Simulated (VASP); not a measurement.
# RbBr (Pm-3m) in VASP: further runs

Runs on RbBr. Level: PBE. Tasks: single point.

All numbers are computed with VASP 6.6.1; they aren't measurements. Logs are shortened: lines on timing, memory, paths and dates and some standing lists are left out, and cuts for length are marked.

## (1) The cell of the first run

Symmetry: Pm-3m, No. 221, cubic system. The conventional cell has a = 3.817 Å, b = 3.817 Å, c = 3.817 Å, α = 90.00°, β = 90.00°, γ = 90.00°. Rb (site symmetry m-3m) has 8 Br at 3.31 Å and 6 Rb at 3.82 Å within 4.3 Å. Br (site symmetry m-3m) has 8 Rb at 3.31 Å and 6 Br at 3.82 Å within 4.3 Å.

## (2) Single point, PBE

The input, INCAR:

```
  PREC = Accurate
  ENCUT = 520
  EDIFF = 1E-6
  ISMEAR = 0
  SIGMA = 0.02
  LREAL = False
  LASPH = True
  NELM = 60
  ALGO = Normal
  ISIF = 2
  LWAVE = False
  LCHARG = False
  GGA = PE
  NBANDS = 15
```

The input, KPOINTS:

```
Automatic mesh
0
Gamma
  6 6 6
```

The input, POSCAR:

```
RbBr
1.0
    3.8169787283      0.0000000000      0.0000000000
    0.0000000000      3.8169787283      0.0000000000
    0.0000000000      0.0000000000      3.8169787283
Rb Br
1 1
Direct
    0.0000000000      0.0000000000      0.0000000000
    0.5000000000      0.5000000000      0.5000000000
```

Potentials or basis: VASP PAW PBE potentials, release 64 (Rb_sv, Br).

Started as:

```bash
> cat potpaw_PBE.64/Rb_sv/POTCAR potpaw_PBE.64/Br/POTCAR > POTCAR
> mpirun -np 1 vasp_std > vasp.out
```

OUTCAR:

```text
PREC = Accurate
   ENCUT = 520
   EDIFF = 1E-6
   ISMEAR = 0
   LREAL = False
   LASPH = True
   NELM = 60
   ISIF = 2
   GGA = PE

 ion  position               nearest neighbor table
   1  0.000  0.000  0.000-   2 3.31   2 3.31   2 3.31   2 3.31   2 3.31   2 3.31   2 3.31   2 3.31

   2  0.500  0.500  0.500-   1 3.31   1 3.31   1 3.31   1 3.31   1 3.31   1 3.31   1 3.31   1 3.31

  LATTYP: Found a simple cubic cell.
 ALAT       =     3.8169787283

  Lattice vectors:

 A1 = (   3.8169787283,   0.0000000000,   0.0000000000)
 A2 = (   0.0000000000,   3.8169787283,   0.0000000000)
 A3 = (   0.0000000000,   0.0000000000,   3.8169787283)

Analysis of symmetry for initial positions (statically):
=====================================================================
 Subroutine PRICEL returns:
 Original cell was already a primitive cell.

 Routine SETGRP: Setting up the symmetry group for a
 simple cubic supercell.

 Subroutine GETGRP returns: Found 48 space group operations
 (whereof 48 operations were pure point group operations)
 out of a pool of 48 trial point group operations.

The static configuration has the point symmetry O_h .

Analysis of symmetry for dynamics (positions and initial velocities):
=====================================================================
 Subroutine PRICEL returns:
 Original cell was already a primitive cell.

 Routine SETGRP: Setting up the symmetry group for a
 simple cubic supercell.

 Subroutine GETGRP returns: Found 48 space group operations
 (whereof 48 operations were pure point group operations)
 out of a pool of 48 trial point group operations.

The dynamic configuration has the point symmetry O_h .

 Subroutine INISYM returns: Found 48 space group operations
 (whereof 48 operations are pure point group operations),
 and found     1 'primitive' translations

----------------------------------------------------------------------------------------

                                     Primitive cell

  volume of cell :      55.6108

  direct lattice vectors                    reciprocal lattice vectors
     3.816978728  0.000000000  0.000000000     0.261987313  0.000000000  0.000000000
     0.000000000  3.816978728  0.000000000     0.000000000  0.261987313  0.000000000
     0.000000000  0.000000000  3.816978728     0.000000000  0.000000000  0.261987313

  length of vectors
     3.816978728  3.816978728  3.816978728     0.261987313  0.261987313  0.261987313

  position of ions in fractional coordinates (direct lattice)
     0.000000000  0.000000000  0.000000000
     0.500000000  0.500000000  0.500000000

  ion indices of the primitive-cell ions
   primitive index   ion index
                 1           1
                 2           2

----------------------------------------------------------------------------------------

 KPOINTS: Automatic mesh

Automatic generation of k-mesh.
 Grid dimensions read from file:
 generate k-points for:    6    6    6

 Generating k-lattice:

  Cartesian coordinates                     Fractional coordinates (reciprocal lattice)
     0.043664552  0.000000000  0.000000000     0.166666667  0.000000000  0.000000000
     0.000000000  0.043664552  0.000000000     0.000000000  0.166666667  0.000000000
     0.000000000  0.000000000  0.043664552     0.000000000  0.000000000  0.166666667

  Length of vectors
     0.043664552  0.043664552  0.043664552

  Shift w.r.t. Gamma in fractional coordinates (k-lattice)
     0.000000000  0.000000000  0.000000000

 Subroutine IBZKPT returns following result:
 ===========================================

 Found     20 irreducible k-points:

 Following reciprocal coordinates:
            Coordinates               Weight
  0.000000  0.000000  0.000000      1.000000
  0.166667  0.000000  0.000000      6.000000
  0.333333  0.000000  0.000000      6.000000
  0.500000  0.000000  0.000000      3.000000
  0.166667  0.166667  0.000000     12.000000
  0.333333  0.166667  0.000000     24.000000
[... 12 lines left out ...]
  0.500000  0.500000  0.333333      6.000000
  0.500000  0.500000  0.500000      1.000000
   k-points           NKPTS =     20   k-points in BZ     NKDIM =     20   number of bands    NBANDS=     15
   number of dos      NEDOS =    301   number of ions     NIONS =      2
   total plane-waves  NPLWV =  21952
   dimension x,y,z NGX =    28 NGY =   28 NGZ =   28
   dimension x,y,z NGXF=    56 NGYF=   56 NGZF=   56
   ions per type =               1   1
   NGX,Y,Z   is equivalent  to a cutoff of  12.20, 12.20, 12.20 a.u.
   NGXF,Y,Z  is equivalent  to a cutoff of  24.39, 24.39, 24.39 a.u.
 SYSTEM =  unknown system
   PREC   = accura    normal or accurate (medium, high low for compatibility)
   ISTART =      0    job   : 0-new  1-cont  2-samecut
   ICHARG =      2    charge: 1-file 2-atom 10-const
   ISPIN  =      1    spin polarized calculation?
   LNONCOLLINEAR =      F non collinear calculations
   LSORBIT =      F    spin-orbit coupling
   LASPH  =      T    aspherical Exc in radial PAW
   ENCUT  =  520.0 eV  38.22 Ry    6.18 a.u.   7.10  7.10  7.10*2*pi/ulx,y,z
   NELM   =     60;   NELMIN=  2; NELMDL= -5     # of ELM steps
   EDIFF  = 0.1E-05   stopping-criterion for ELM
   LREAL  =      F    real-space projection
   EDIFFG = 0.1E-04   stopping-criterion for IOM
   NSW    =      0    number of steps for IOM
   IBRION =     -1    ionic relax: 0-MD 1-quasi-New 2-CG
   NFREE  =      0    steps in history (QN), initial steepest desc. (CG)
   ISIF   =      2    stress and relaxation
   ISYM   =      2    0-nonsym 1-usesym 2-fastsym
   POTIM  = 0.5000    time-step for ionic-motion
   TEBEG  =    0.0;   TEEND  =   0.0 temperature during run
   PSTRESS=    0.0 pullay stress
   NELECT =      16.0000    total number of electrons
   NUPDOWN=      -1.0000    fix difference up-down
   EMIN   =  10.00;   EMAX   =-10.00  energy-range for DOS
   EFERMI =   0.00;   METHOD = LEGACY
   ISMEAR =     0;   SIGMA  =   0.02  broadening in eV -4-tet -1-fermi 0-gaus
   EFERMI_NEDOS =   21; number of points for ismear=-14 and -15
   IALGO  =     38    algorithm
   IMIX   =      4    mixing-type and parameters
     AMIX     =   0.40;   BMIX     =  1.00
     AMIX_MAG =   1.60;   BMIX_MAG =  1.00
  volume/ion in A,a.u.               =      27.81       187.64
  Fermi-wavevector in a.u.,A,eV,Ry     =   1.080758  2.042336 15.892117  1.168038
  Thomas-Fermi vector in A             =   2.216757
   LORBIT       =      0    0 simple, 1 ext, 2 COOP (PROOUT), +10 PAW based schemes
   GGA     = PE    functional components
   LHFCALC =     F    Hartree Fock is set to
   AEXX    =    0.0000 exact exchange contribution
   IVDW    =     0    specifies the selected vdW correction
   LEPSILON=     F    determine dielectric tensor
   LRPA    =     F    only Hartree local field effects (RPA)
 non-spin polarized calculation
 Gauss-broadening in eV      SIGMA  =   0.02
  energy-cutoff  :      520.00
  volume of cell :       55.61
 maximum number of plane-waves:      1518
   NGX = 15   NGY = 15   NGZ = 15

 number of electron      16.0000001 magnetization

 Free energy of the ion-electron system (eV)
  ---------------------------------------------------
  ext. energy  EPLUGINS =         0.00000000
  ---------------------------------------------------
  free energy    TOTEN  =        -5.65359841 eV

  energy without entropy =       -5.65359841  energy(sigma->0) =       -5.65359841

 E-fermi :   0.8300     XC(G=0):  -8.9701

 val. band max:        0.6534460161   @ k =   0.5000   0.5000   0.0000
 cond. band min:       5.7265544636   @ k =   0.0000   0.0000   0.0000
 fundamental gap:      5.0731084475
 Fermi energy:         0.8300427853

 k-point     1 :       0.0000    0.0000    0.0000
  band No.  band energies     occupation
      1     -24.2250      2.00000
      2     -12.4363      2.00000
      3      -8.1502      2.00000
      4      -8.1502      2.00000
      5      -8.1502      2.00000
      6       0.5189      2.00000
      7       0.5189      2.00000
      8       0.5189      2.00000
      9       5.7266      0.00000
     10       5.8293      0.00000
     11       5.8293      0.00000
     12      11.1780      0.00000
     13      11.1780      0.00000
     14      11.1780      0.00000
     15      14.2287      0.00000

 k-point     2 :       0.1667    0.0000    0.0000
  band No.  band energies     occupation
      1     -24.2107      2.00000
      2     -12.4528      2.00000
      3      -8.1959      2.00000
      4      -8.1220      2.00000
      5      -8.1220      2.00000
      6      -0.2165      2.00000
      7       0.4604      2.00000
      8       0.4604      2.00000
      9       6.0826      0.00000
     10       6.4111      0.00000
     11       6.8432      0.00000
     12      11.0511      0.00000
     13      11.0511      0.00000
     14      11.3775      0.00000
     15      12.6210      0.00000

 k-point     3 :       0.3333    0.0000    0.0000
  band No.  band energies     occupation
      1     -24.1818      2.00000
      2     -12.4938      2.00000
      3      -8.2542      2.00000
      4      -8.0642      2.00000
      5      -8.0642      2.00000
      6      -1.3070      2.00000
      7       0.3385      2.00000
      8       0.3385      2.00000
      9       6.7997      0.00000
     10       7.9340      0.00000
     11       8.7393      0.00000
     12      10.4915      0.00000
     13      11.0899      0.00000
     14      11.0899      0.00000
     15      11.8886      0.00000
[... 271 lines left out ...]
 k-point    19 :       0.5000    0.5000    0.3333
  band No.  band energies     occupation
      1     -24.0830      2.00000
      2     -11.9471      2.00000
      3      -8.6225      2.00000
      4      -8.6225      2.00000
      5      -8.4233      2.00000
      6      -1.1945      2.00000
      7      -1.1945      2.00000
      8      -0.9687      2.00000
      9       8.4663      0.00000
     10       9.3299      0.00000
     11       9.3299      0.00000
     12      10.2102      0.00000
     13      11.9927      0.00000
     14      11.9927      0.00000
     15      14.0918      0.00000

 k-point    20 :       0.5000    0.5000    0.5000
  band No.  band energies     occupation
      1     -24.0715      2.00000
      2     -11.8908      2.00000
      3      -8.5648      2.00000
      4      -8.5648      2.00000
      5      -8.5648      2.00000
      6      -1.3748      2.00000
      7      -1.3748      2.00000
      8      -1.3748      2.00000
      9       9.7844      0.00000
     10       9.7844      0.00000
     11       9.7844      0.00000
     12      11.2688      0.00000
     13      11.2688      0.00000
     14      11.2688      0.00000
     15      14.1561      0.00000

------------------------ aborting loop because EDIFF is reached ----------------------------------------

  FORCE on cell =-STRESS in cart. coord.  units (eV):
  Direction    XX          YY          ZZ          XY          YZ          ZX
  --------------------------------------------------------------------------------------
  -------------------------------------------------------------------------------------
  Total        2.8115963      2.8115963      2.8115963      0.0000000      0.0000000      0.0000000
  in kB       81.0036018     81.0036018     81.0036018      0.0000000      0.0000000      0.0000000
  external PRESSURE =      81.0036018 kB  Pullay stress =       0.0000000 kB

 VOLUME and BASIS-vectors are now :
 -----------------------------------------------------------------------------
  energy-cutoff  :      520.00
  volume of cell :       55.61
      direct lattice vectors                 reciprocal lattice vectors
     3.816978728  0.000000000  0.000000000     0.261987313  0.000000000  0.000000000
     0.000000000  3.816978728  0.000000000     0.000000000  0.261987313  0.000000000
     0.000000000  0.000000000  3.816978728     0.000000000  0.000000000  0.261987313

 POSITION                                       TOTAL-FORCE (eV/Angst)
 -----------------------------------------------------------------------------------
      0.00000      0.00000      0.00000         0.000000      0.000000      0.000000
      1.90849      1.90849      1.90849         0.000000      0.000000      0.000000
 -----------------------------------------------------------------------------------
    total drift:                                0.000000      0.000000      0.000000

  FREE ENERGIE OF THE ION-ELECTRON SYSTEM (eV)
  ---------------------------------------------------
  free  energy   TOTEN  =        -5.6535984069 eV

  energy  without entropy=       -5.6535984069  energy(sigma->0) =       -5.65359841
```

Run time: 33 s. Hardware: 1 thread of Intel Xeon 8259CL, shared host; peak memory 0.16 GiB.

What came out:

```yaml
Free_energy: -5.6536 eV
Pressure: 8.1 GPa
Band_gap_on_the_k_mesh: 5.07 eV (least direct gap 5.21 eV)
```

Levels at points of the mesh, in eV from the valence-band top:
| k point | band 4 | band 5 | band 6 | band 7 | band 8 | band 9 | band 10 | band 11 | band 12 | band 13 |
| --- | --- | --- | --- | --- | --- | --- | --- | --- | --- | --- |
| (0.00, 0.00, 0.00) | -8.80 | -8.80 | -0.13 | -0.13 | -0.13 | 5.07 | 5.18 | 5.18 | 10.52 | 10.52 |
| (0.50, 0.00, 0.00) | -8.69 | -8.69 | -2.41 | -0.38 | -0.38 | 6.83 | 8.34 | 8.65 | 9.00 | 10.76 |
| (0.50, 0.50, 0.00) | -9.44 | -8.62 | -1.29 | -1.29 | 0.00 | 5.33 | 6.40 | 8.05 | 8.05 | 12.80 |
| (0.50, 0.50, 0.50) | -9.22 | -9.22 | -2.03 | -2.03 | -2.03 | 9.13 | 9.13 | 9.13 | 10.62 | 10.62 |

Caveat: the cell stands under pressure.

## (3) Single point, PBE

This run uses another cell than the first one, of 17.85 Å³/atom.

The input, INCAR:

```
SYSTEM = RbBr
ALGO = Normal
EDIFF = 1E-6
ENCUT = 520
GGA = PE
ISIF = 2
ISMEAR = 0
LASPH = .TRUE.
LCHARG = .TRUE.
LELF = .TRUE.
LREAL = .FALSE.
LVHAR = .TRUE.
LWAVE = .FALSE.
NBANDS = 15
NELM = 60
PREC = Accurate
SIGMA = 0.02
```

The input, KPOINTS:

```
k-points
0
G
  8 8 8
  0 0 0
```

The input, POSCAR:

```
RbBr
1.0
    3.2925482958      0.0000000000      0.0000000000
    0.0000000000      3.2925482958      0.0000000000
    0.0000000000      0.0000000000      3.2925482958
Rb Br
1 1
Direct
    0.0000000000      0.0000000000      0.0000000000
    0.5000000000      0.5000000000      0.5000000000
```

Potentials or basis: VASP PAW PBE potentials, release 64 (Rb_sv, Br).

Started as:

```bash
> cat potpaw_PBE.64/Rb_sv/POTCAR potpaw_PBE.64/Br/POTCAR > POTCAR
> mpirun -np 1 vasp_std > vasp.out
```

Wall time 25 s (1 thread of Intel Xeon 8259CL, shared host); peak memory 0.14 GiB.

It converged, with:

| Item | Value |
| --- | --- |
| Free energy | -2.4052 eV |
| Pressure | 60.9 GPa |
| Band gap on the k mesh | 3.19 eV |

Levels at points of the mesh, in eV from the valence-band top:
```
           k point  band 4  band 5  band 6  band 7  band 8  band 9  band 10  band 11  band 12  band 13
(0.00, 0.00, 0.00)   -9.29   -9.29    0.00    0.00    0.00    3.19     3.19     8.35    11.10    11.10
(0.50, 0.00, 0.00)   -8.78   -8.71   -4.40   -1.24   -1.24    5.65     7.64    11.22    11.52    12.47
(0.50, 0.50, 0.00)  -11.32   -8.52   -1.60   -1.60   -0.28    4.65     6.35     7.34     7.34    15.67
(0.50, 0.50, 0.50)  -10.37  -10.37   -4.51   -4.51   -4.51   11.35    11.35    11.35    13.59    13.59
```

Caveat: the cell stands under pressure. A k mesh can miss the band edges.

## (4) Single point, PBE

This run uses another cell than the first one, of 17.85 Å³/atom.

The input, INCAR:

```
PREC = Accurate
ENCUT = 520
EDIFF = 1E-7
ISMEAR = 0
SIGMA = 0.02
LREAL = False
LASPH = True
NELM = 100
ALGO = Normal
ISIF = 2
LWAVE = False
LCHARG = False
GGA = PE
NBANDS = 15
```

The input, KPOINTS:

```
regular mesh
0
Gamma
  8 8 8
```

POSCAR is that of step 3.

Started as:

```bash
> cat potpaw_PBE.64/Rb_sv/POTCAR potpaw_PBE.64/Br/POTCAR > POTCAR
> mpirun -np 1 vasp_std > vasp.out
```

Run time: 28 s. Hardware: 1 thread of Intel Xeon 8259CL, shared host; peak memory 0.14 GiB.

Results (log left out):

- Free energy: -2.4052 eV
- Pressure: 60.9 GPa
- Band gap on the k mesh: 3.19 eV

Levels at points of the mesh, in eV from the valence-band top:
```csv
k point,band 4,band 5,band 6,band 7,band 8,band 9,band 10,band 11,band 12,band 13
"(0.00, 0.00, 0.00)",-9.29,-9.29,0.00,0.00,0.00,3.19,3.19,8.35,11.10,11.10
"(0.50, 0.00, 0.00)",-8.78,-8.71,-4.40,-1.24,-1.24,5.65,7.64,11.22,11.52,12.47
"(0.50, 0.50, 0.00)",-11.32,-8.52,-1.60,-1.60,-0.28,4.65,6.35,7.34,7.34,15.67
"(0.50, 0.50, 0.50)",-10.37,-10.37,-4.51,-4.51,-4.51,11.35,11.35,11.35,13.59,13.59
```

Caveat: the cell stands under pressure. A k mesh can miss the band edges.
